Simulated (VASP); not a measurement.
Runs of VASP 6.6.1 on NbCd3. The structure is that of space group Pm-3m (No. 221), or close to it. The cells are those of the table. 

```csv
task,cell,k mesh,cutoff (eV),gap on the mesh (eV),pressure (GPa),relaxed volume (Å³/atom)
single point,"a = 4.308 Å, 4 atoms",4 × 4 × 4,520,none,(b),-
single point,"a = 4.215 Å, 4 atoms",4 × 4 × 4,520,none,(a),-
relaxation of cell and atoms,"relaxed from a = 4.308 Å, 4 atoms",12 × 12 × 12,600,none,0.0,20.04
single point,"a = 4.307 Å, 4 atoms",12 × 12 × 12,520,none,0.4,-
relaxation of cell and atoms,"relaxed from a = 4.215 Å, 4 atoms",4 × 4 × 4,600,none,0.0,20.05
```

Alike in all rows: level PBE; potentials or basis VASP PAW PBE potentials, release 64 (Nb_sv, Cd); no spin polarisation; smearing gaussian 0.1 eV.

Q: Fill in the values left out.

A: (a) 7.7; (b) 0.3.

Caveats: some runs use coarse meshes.

A k mesh can miss the band edges, and the runs leave out spin-orbit coupling on Cd, Nb.

A gap of «none» marks levels without a gap at the run's occupations.
